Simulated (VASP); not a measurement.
# Ni (Fm-3m) in VASP: further runs

Runs on Ni. Level: PBE. Tasks: single point.

Program: VASP 6.6.1. These are calculated values, not measurements. Logs are shortened: lines on timing, memory, paths and dates and some standing lists are left out, and cuts for length are marked.

**1. The cell of the first run**

Symmetry: Fm-3m, No. 225, cubic system. The conventional cell has a = 3.540 Å, b = 3.540 Å, c = 3.540 Å, α = 90.00°, β = 90.00°, γ = 90.00°. Ni (site symmetry m-3m) has 12 Ni at 2.50 Å within 3.3 Å.

**2. Single point, PBE, collinear spin, ferromagnetic start**

INCAR

```
ALGO = Normal ; EDIFF = 1E-6
ENCUT = 520 ; GGA = PE
ISIF = 2 ; ISMEAR = -1
ISPIN = 2 ; LASPH = T
LCHARG = F ; LMAXMIX = 4
LORBIT = 11 ; LREAL = F
LWAVE = F ; MAGMOM = 0.95
NBANDS = 15 ; NELM = 150
NUPDOWN = 0.95 ; PREC = Accurate
SIGMA = 0.1
```

KPOINTS

```
k-points
0
Gamma
  13 13 13
```

POSCAR

```
Ni
1.0
    0.0000000000      1.7701000000      1.7701000000
    1.7701000000      0.0000000000      1.7701000000
    1.7701000000      1.7701000000      0.0000000000
Ni
1
Direct
    0.0000000000      0.0000000000      0.0000000000
```

Potentials or basis: VASP PAW PBE potentials, release 64 (Ni).

Run with:

```sh
$ cat potpaw_PBE.64/Ni/POTCAR > POTCAR
$ mpirun -np 1 vasp_std > vasp.out
```

OUTCAR:

```text
EDIFF = 1E-6
   ENCUT = 520
   GGA = PE
   ISIF = 2
   ISMEAR = -1
   ISPIN = 2
   LASPH = T
   LORBIT = 11
   LREAL = F
   NELM = 150
   NUPDOWN = 0.95
   PREC = Accurate

 ion  position               nearest neighbor table
   1  0.000  0.000  0.000-

  LATTYP: Found a face centered cubic cell.
 ALAT       =     3.5402000000

  Lattice vectors:

 A1 = (   0.0000000000,   1.7701000000,   1.7701000000)
 A2 = (   1.7701000000,   0.0000000000,   1.7701000000)
 A3 = (   1.7701000000,   1.7701000000,   0.0000000000)

Analysis of symmetry for initial positions (statically):
=====================================================================
 Subroutine PRICEL returns:
 Original cell was already a primitive cell.

 Routine SETGRP: Setting up the symmetry group for a
 face centered cubic supercell.

 Subroutine GETGRP returns: Found 48 space group operations
 (whereof 48 operations were pure point group operations)
 out of a pool of 48 trial point group operations.

The static configuration has the point symmetry O_h .

Analysis of symmetry for dynamics (positions and initial velocities):
=====================================================================
 Subroutine PRICEL returns:
 Original cell was already a primitive cell.

 Routine SETGRP: Setting up the symmetry group for a
 face centered cubic supercell.

 Subroutine GETGRP returns: Found 48 space group operations
 (whereof 48 operations were pure point group operations)
 out of a pool of 48 trial point group operations.

The dynamic configuration has the point symmetry O_h .

Analysis of structural, dynamic, and magnetic symmetry:
=====================================================================
 Subroutine PRICEL returns:
 Original cell was already a primitive cell.

 Routine SETGRP: Setting up the symmetry group for a
 face centered cubic supercell.

 Subroutine GETGRP returns: Found 48 space group operations
 (whereof 48 operations were pure point group operations)
 out of a pool of 48 trial point group operations.

The overall configuration has the point symmetry O_h .

 Subroutine INISYM returns: Found 48 space group operations
 (whereof 48 operations are pure point group operations),
 and found     1 'primitive' translations

----------------------------------------------------------------------------------------

                                     Primitive cell

  volume of cell :      11.0923

  direct lattice vectors                    reciprocal lattice vectors
     0.000000000  1.770100000  1.770100000    -0.282469917  0.282469917  0.282469917
     1.770100000  0.000000000  1.770100000     0.282469917 -0.282469917  0.282469917
     1.770100000  1.770100000  0.000000000     0.282469917  0.282469917 -0.282469917

  length of vectors
     2.503299427  2.503299427  2.503299427     0.489252248  0.489252248  0.489252248

  position of ions in fractional coordinates (direct lattice)
     0.000000000  0.000000000  0.000000000

  ion indices of the primitive-cell ions
   primitive index   ion index
                 1           1

----------------------------------------------------------------------------------------

 KPOINTS: k-points

Automatic generation of k-mesh.
 Grid dimensions read from file:
 generate k-points for:   13   13   13

 Generating k-lattice:

  Cartesian coordinates                     Fractional coordinates (reciprocal lattice)
    -0.021728455  0.021728455  0.021728455     0.076923077  0.000000000  0.000000000
     0.021728455 -0.021728455  0.021728455     0.000000000  0.076923077  0.000000000
     0.021728455  0.021728455 -0.021728455     0.000000000  0.000000000  0.076923077

  Length of vectors
     0.037634788  0.037634788  0.037634788

  Shift w.r.t. Gamma in fractional coordinates (k-lattice)
     0.000000000  0.000000000  0.000000000

 Subroutine IBZKPT returns following result:
 ===========================================

 Found     84 irreducible k-points:

 Following reciprocal coordinates:
            Coordinates               Weight
  0.000000  0.000000  0.000000      1.000000
  0.076923  0.000000  0.000000      8.000000
  0.153846  0.000000  0.000000      8.000000
  0.230769  0.000000  0.000000      8.000000
  0.307692  0.000000  0.000000      8.000000
  0.384615  0.000000  0.000000      8.000000
[... 16 lines left out ...]
  0.384615  0.153846  0.000000     24.000000
  0.461538  0.153846  0.000000     24.000000
 [... further k-points ...]
   k-points           NKPTS =     84   k-points in BZ     NKDIM =     84   number of bands    NBANDS=     15
   number of dos      NEDOS =    301   number of ions     NIONS =      1
   total plane-waves  NPLWV =   8000
   dimension x,y,z NGX =    20 NGY =   20 NGZ =   20
   dimension x,y,z NGXF=    40 NGYF=   40 NGZF=   40
   ions per type =               1
   NGX,Y,Z   is equivalent  to a cutoff of  13.28, 13.28, 13.28 a.u.
   NGXF,Y,Z  is equivalent  to a cutoff of  26.56, 26.56, 26.56 a.u.
 SYSTEM =  unknown system
   PREC   = accura    normal or accurate (medium, high low for compatibility)
   ISTART =      0    job   : 0-new  1-cont  2-samecut
   ICHARG =      2    charge: 1-file 2-atom 10-const
   ISPIN  =      2    spin polarized calculation?
   LNONCOLLINEAR =      F non collinear calculations
   LSORBIT =      F    spin-orbit coupling
   LASPH  =      T    aspherical Exc in radial PAW
   ENCUT  =  520.0 eV  38.22 Ry    6.18 a.u.   4.65  4.65  4.65*2*pi/ulx,y,z
   NELM   =    150;   NELMIN=  2; NELMDL= -5     # of ELM steps
   EDIFF  = 0.1E-05   stopping-criterion for ELM
   LREAL  =      F    real-space projection
   EDIFFG = 0.1E-04   stopping-criterion for IOM
   NSW    =      0    number of steps for IOM
   IBRION =     -1    ionic relax: 0-MD 1-quasi-New 2-CG
   NFREE  =      0    steps in history (QN), initial steepest desc. (CG)
   ISIF   =      2    stress and relaxation
   ISYM   =      2    0-nonsym 1-usesym 2-fastsym
   POTIM  = 0.5000    time-step for ionic-motion
   TEBEG  =    0.0;   TEEND  =   0.0 temperature during run
   PSTRESS=    0.0 pullay stress
   NELECT =      10.0000    total number of electrons
   NUPDOWN=       0.9500    fix difference up-down
   EMIN   =  10.00;   EMAX   =-10.00  energy-range for DOS
   EFERMI =   0.00;   METHOD = LEGACY
   ISMEAR =    -1;   SIGMA  =   0.10  broadening in eV -4-tet -1-fermi 0-gaus
   EFERMI_NEDOS =   21; number of points for ismear=-14 and -15
   IALGO  =     38    algorithm
   IMIX   =      4    mixing-type and parameters
     AMIX     =   0.40;   BMIX     =  1.00
     AMIX_MAG =   1.60;   BMIX_MAG =  1.00
  volume/ion in A,a.u.               =      11.09        74.85
  Fermi-wavevector in a.u.,A,eV,Ry     =   1.581492  2.988587 34.029767  2.501117
  Thomas-Fermi vector in A             =   2.681559
   LORBIT       =     11    0 simple, 1 ext, 2 COOP (PROOUT), +10 PAW based schemes
   GGA     = PE    functional components
   LHFCALC =     F    Hartree Fock is set to
   AEXX    =    0.0000 exact exchange contribution
   IVDW    =     0    specifies the selected vdW correction
   LEPSILON=     F    determine dielectric tensor
   LRPA    =     F    only Hartree local field effects (RPA)
 spin polarized calculation
  energy-cutoff  :      520.00
  volume of cell :       11.09
 maximum number of plane-waves:       307
   NGX =  9   NGY =  9   NGZ =  9

 number of electron      10.0000009 magnetization       0.9500001

 Free energy of the ion-electron system (eV)
  ---------------------------------------------------
  ext. energy  EPLUGINS =         0.00000000
  ---------------------------------------------------
  free energy    TOTEN  =        -5.42815463 eV

  energy without entropy =       -5.38147313  energy(sigma->0) =       -5.40481388

 E-fermi :   9.0174     XC(G=0): -13.1571

 val. band max:        9.8285882065   @ k =   0.4615   0.3846   0.0769
 cond. band min:       9.0347475674   @ k =  -0.4615   0.3077   0.1538
 fundamental gap:     -0.7938406391
 Fermi energy:         9.9327975875

 spin component 1

 k-point     1 :       0.0000    0.0000    0.0000
  band No.  band energies     occupation
      1       0.1700      1.00000
      2       6.4674      1.00000
      3       6.4674      1.00000
      4       6.4674      1.00000
      5       7.5911      1.00000
      6       7.5911      1.00000
      7      32.6235      0.00000
      8      36.3079      0.00000
      9      36.3079      0.00000
     10      36.3079      0.00000
     11      39.1504      0.00000
     12      39.1504      0.00000
     13      39.1504      0.00000
     14      42.2159      0.00000
     15      48.2525      0.00000
[... 397 lines left out ...]
 k-point    24 :       0.4615    0.1538    0.0000
  band No.  band energies     occupation
      1       4.5421      1.00000
      2       6.1367      1.00000
      3       6.5282      1.00000
      4       6.8624      1.00000
      5       8.2412      1.00000
      6       9.7225      0.89124
      7      16.7225      0.00000
      8      27.6064      0.00000
      9      29.2097      0.00000
     10      31.3539      0.00000
     11      41.2719      0.00000
     12      41.4651      0.00000
     13      44.3454      0.00000
     14      47.5477      0.00000
     15      54.5727      0.00000

 [... further k-points ...]

 spin component 2

 k-point     1 :       0.0000    0.0000    0.0000
  band No.  band energies     occupation
      1       0.2467      1.00000
      2       7.5085      1.00000
      3       7.5085      1.00000
      4       7.5085      1.00000
      5       8.4862      0.99510
      6       8.4862      0.99510
      7      32.5480      0.00000
      8      36.4165      0.00000
      9      36.4165      0.00000
     10      36.4165      0.00000
     11      39.3922      0.00000
     12      39.3922      0.00000
     13      39.3922      0.00000
     14      42.2064      0.00000
     15      48.5857      0.00000
[... 397 lines left out ...]
 k-point    24 :       0.4615    0.1538    0.0000
  band No.  band energies     occupation
      1       5.1148      1.00000
      2       6.8234      1.00000
      3       7.3891      1.00000
      4       7.7943      1.00000
      5       9.3067      0.05253
      6      10.4113      0.00000
      7      17.1562      0.00000
      8      27.7744      0.00000
      9      29.4173      0.00000
     10      31.5291      0.00000
     11      41.3652      0.00000
     12      41.6195      0.00000
     13      44.5267      0.00000
     14      47.8739      0.00000
     15      56.5093      0.00000

 [... further k-points ...]

------------------------ aborting loop because EDIFF is reached ----------------------------------------

  FORCE on cell =-STRESS in cart. coord.  units (eV):
  Direction    XX          YY          ZZ          XY          YZ          ZX
  --------------------------------------------------------------------------------------
  -------------------------------------------------------------------------------------
  Total       -0.0421389     -0.0421389     -0.0421389      0.0000000     -0.0000000      0.0000000
  in kB       -6.0865377     -6.0865377     -6.0865377      0.0000000     -0.0000000      0.0000000
  external PRESSURE =      -6.0865377 kB  Pullay stress =       0.0000000 kB

 VOLUME and BASIS-vectors are now :
 -----------------------------------------------------------------------------
  energy-cutoff  :      520.00
  volume of cell :       11.09
      direct lattice vectors                 reciprocal lattice vectors
     0.000000000  1.770100000  1.770100000    -0.282469917  0.282469917  0.282469917
     1.770100000  0.000000000  1.770100000     0.282469917 -0.282469917  0.282469917
     1.770100000  1.770100000  0.000000000     0.282469917  0.282469917 -0.282469917

 POSITION                                       TOTAL-FORCE (eV/Angst)
 -----------------------------------------------------------------------------------
      0.00000      0.00000      0.00000         0.000000      0.000000     -0.000000
 -----------------------------------------------------------------------------------
    total drift:                                0.000000     -0.000000      0.000000

  FREE ENERGIE OF THE ION-ELECTRON SYSTEM (eV)
  ---------------------------------------------------
  free  energy   TOTEN  =        -5.4281546327 eV

  energy  without entropy=       -5.3814731325  energy(sigma->0) =       -5.40481388

 total charge

# of ion       s       p       d       tot
------------------------------------------
    1        0.500   0.501   8.265   9.266

 magnetization (x)

# of ion       s       p       d       tot
------------------------------------------
    1        0.007   0.000   0.941   0.948
```

It took 26 s on 1 thread of Intel Xeon Platinum 8259CL at 2.50GHz (Skylake/Cascade Lake), shared host; peak memory 0.14 GiB.

Results:

- Free energy: -5.4282 eV
- Pressure: -0.6 GPa
- Net moment: 0.95 μB per cell
- Site moments: Ni +0.95 μB
- Valence electrons inside the program's atomic spheres: Ni 9.27

Caveat: the total moment is fixed, so each spin has its own Fermi level.

**3. Single point, PBE, collinear spin, ferromagnetic start**

INCAR

```
ALGO = Normal
EDIFF = 1E-7
ENCUT = 520
GGA = PE
ISIF = 2
ISMEAR = -1
ISPIN = 2
LASPH = True
LCHARG = False
LMAXMIX = 4
LORBIT = 11
LREAL = False
LWAVE = False
MAGMOM = 1.43
NBANDS = 15
NELM = 150
NUPDOWN = 1.43
PREC = Accurate
SIGMA = 0.1
```

KPOINTS is that of step 2.

POSCAR is that of step 2.

Potentials or basis: VASP PAW PBE potentials, release 64 (Ni).

Run with:

```sh
$ cat potpaw_PBE.64/Ni/POTCAR > POTCAR
$ mpirun -np 1 vasp_std > vasp.out
```

Run time: 28 s. Hardware: 1 thread of Intel Xeon Platinum 8259CL at 2.50GHz (Skylake/Cascade Lake), shared host; peak memory 0.14 GiB.

The run converged. Its results:

* Free energy: -4.9892 eV
* Pressure: 6.7 GPa
* Net moment: 1.43 μB per cell
* Site moments: Ni +1.38 μB
* Valence electrons inside the program's atomic spheres: Ni 9.24

Caveat: the total moment is fixed, so each spin has its own Fermi level.

**4. Single point, PBE, collinear spin, ferromagnetic start**

INCAR

```
SYSTEM = Ni
ALGO = Normal ; EDIFF = 1E-6
ENCUT = 520 ; GGA = PE
ISIF = 2 ; ISMEAR = -1
ISPIN = 2 ; LASPH = .True.
LCHARG = .False. ; LMAXMIX = 4
LORBIT = 11 ; LREAL = .False.
LWAVE = .False. ; MAGMOM = 1.9
NBANDS = 15 ; NELM = 150
NUPDOWN = 1.9 ; PREC = Accurate
SIGMA = 0.1
```

KPOINTS

```
k-points
0
Gamma
  13 13 13
  0 0 0
```

POSCAR is that of step 3.

Potentials or basis: VASP PAW PBE potentials, release 64 (Ni).

Run with:

```sh
$ cat potpaw_PBE.64/Ni/POTCAR > POTCAR
$ mpirun -np 1 vasp_std > vasp.out
```

OUTCAR:

```text
SYSTEM = Ni
   EDIFF = 1E-6
   ENCUT = 520
   GGA = PE
   ISIF = 2
   ISMEAR = -1
   ISPIN = 2
   LASPH = .True.
   LORBIT = 11
   LREAL = .False.
   NELM = 150
   NUPDOWN = 1.9
   PREC = Accurate

 ion  position               nearest neighbor table
   1  0.000  0.000  0.000-

  LATTYP: Found a face centered cubic cell.
 ALAT       =     3.5402000000

  Lattice vectors:
[... 1064 lines left out ...]
     14      48.0337      0.00000
     15      55.5305      0.00000

 [... further k-points ...]
[... 5 lines left out ...]
  --------------------------------------------------------------------------------------
  -------------------------------------------------------------------------------------
  Total        1.2794661      1.2794661      1.2794661     -0.0000000     -0.0000000      0.0000000
  in kB      184.8059541    184.8059541    184.8059541     -0.0000000     -0.0000000      0.0000000
  external PRESSURE =     184.8059541 kB  Pullay stress =       0.0000000 kB

 VOLUME and BASIS-vectors are now :
 -----------------------------------------------------------------------------
  energy-cutoff  :      520.00
  volume of cell :       11.09
      direct lattice vectors                 reciprocal lattice vectors
     0.000000000  1.770100000  1.770100000    -0.282469917  0.282469917  0.282469917
     1.770100000  0.000000000  1.770100000     0.282469917 -0.282469917  0.282469917
     1.770100000  1.770100000  0.000000000     0.282469917  0.282469917 -0.282469917

 POSITION                                       TOTAL-FORCE (eV/Angst)
 -----------------------------------------------------------------------------------
      0.00000      0.00000      0.00000         0.000000      0.000000      0.000000
 -----------------------------------------------------------------------------------
    total drift:                                0.000000      0.000000      0.000000

  FREE ENERGIE OF THE ION-ELECTRON SYSTEM (eV)
  ---------------------------------------------------
  free  energy   TOTEN  =        -4.0567230935 eV

  energy  without entropy=       -4.0093989314  energy(sigma->0) =       -4.03306101

 total charge

# of ion       s       p       d       tot
------------------------------------------
    1        0.526   0.631   8.057   9.214

 magnetization (x)

# of ion       s       p       d       tot
------------------------------------------
    1        0.060   0.208   1.515   1.783
```

stdout:

```text
POSCAR found type information on POSCAR Ni
 POSCAR found :  1 types and       1 ions
 scaLAPACK will be used
 LDA part: xc-table for (Slater+PW92), standard interpolation
 POSCAR, INCAR and KPOINTS ok, starting setup
 FFT: planning ... GRIDC
 FFT: planning ... GRID_SOFT
 FFT: planning ... GRID
 WAVECAR not read
 entering main loop
```

Run time: 26 s. Hardware: 1 thread of Intel Xeon Platinum 8259CL at 2.50GHz (Skylake/Cascade Lake), shared host; peak memory 0.14 GiB.

What came out:

```yaml
Free_energy: -4.0567 eV
Pressure: 18.5 GPa
Net_moment: 1.90 μB per cell
Site_moments: Ni +1.78 μB
Valence_electrons_inside_the_program's_atomic_spheres: Ni 9.21
```

Caveat: the total moment is fixed, so each spin has its own Fermi level.

**5. Single point, PBE, collinear spin, ferromagnetic start**

INCAR

```
SYSTEM = Ni
PREC     = Accurate       ! precision mode
ENCUT    = 520            ! plane-wave cutoff, eV
EDIFF    = 1E-6           ! SCF threshold, eV
ISMEAR   = -1             ! smearing method
SIGMA    = 0.1            ! smearing width, eV
LREAL    = .False.        ! projectors in reciprocal space
LASPH    = .True.         ! aspherical terms in the spheres
NELM     = 150            ! most SCF steps
ALGO     = Normal         ! electronic algorithm
ISIF     = 2              ! what is computed and relaxed
LWAVE    = .False.        ! write WAVECAR
LCHARG   = .False.        ! write CHGCAR
ISPIN    = 2              ! spin polarisation
MAGMOM   = 0.24           ! initial moments
LORBIT   = 11             ! projections on sites
NUPDOWN  = 0.24           ! fixed moment
LMAXMIX  = 4              ! l up to which the mixer works
GGA      = PE             ! functional
NBANDS   = 15             ! bands
```

KPOINTS

```
regular mesh
0
Gamma
  13 13 13
  0 0 0
```

POSCAR is that of step 4.

Run with:

```sh
$ cat potpaw_PBE.64/Ni/POTCAR > POTCAR
$ mpirun -np 1 vasp_std > vasp.out
```

Run time: 25 s. Hardware: 1 thread of Intel Xeon Platinum 8259CL at 2.50GHz (Skylake/Cascade Lake), shared host; peak memory 0.14 GiB.

The run converged. Its results:

| Quantity | Value |
| --- | --- |
| Free energy | -5.4678 eV |
| Pressure | -3.8 GPa |
| Net moment | 0.24 μB per cell |
| Site moments | Ni +0.25 μB |
| Valence electrons inside the program's atomic spheres | Ni 9.28 |

Caveat: the total moment is fixed, so each spin has its own Fermi level.

**6. Overview**

| fixed moment (μB) | pressure (GPa) | moment (μB) |
| --- | --- | --- |
| 0.95 | -0.6 | 0.95 |
| 1.43 | 6.7 | 1.43 |
| 1.9 | 18.5 | 1.90 |
| 0.24 | -3.8 | 0.24 |

Alike in all rows: task single point; level PBE; potentials or basis VASP PAW PBE potentials, release 64 (Ni); spin collinear, ferromagnetic start; cell as given; k mesh 13 × 13 × 13; cutoff (eV) 520; smearing fermi-dirac 0.1 eV.

Caveats: the total moment is fixed, so each spin has its own Fermi level.

Absolute energies hang on the potentials; compare differences alone.
